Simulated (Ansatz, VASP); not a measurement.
## One calculation of Cs, two programs

```
Cs
1.0
     0.00000    3.80811    3.80811
     3.80811    0.00000    3.80811
     3.80811    3.80811    0.00000
Cs
1
Direct
  0.00000 0.00000 0.00000
```

Alike in both runs: task single point; functional PBEsol; k mesh 8 × 8 × 8; occupations fermi-dirac, width 0.1 eV; no spin polarisation.

|  | VASP | Ansatz |
| --- | --- | --- |
| version | VASP 6.6.1 | Ansatz 0.2.0 |
| potentials or method | VASP PAW PBE potentials, release 64 (Cs_sv), cutoff 520 eV | plane waves (420 eV) with PAW, scalar-relativistic |
| valence electrons in the cell | 9 | 9 |

|  | VASP | Ansatz | Ansatz less VASP |
| --- | --- | --- | --- |
| pressure (GPa) | 0.0 | 0.0 | +0.01 |

VASP's potentials were made for PBE, not for PBEsol, and Ansatz warns of the same on its side. With one functional, cell and mesh, what is left measures potentials, basis and numerics.

Neither program's run includes spin-orbit coupling.
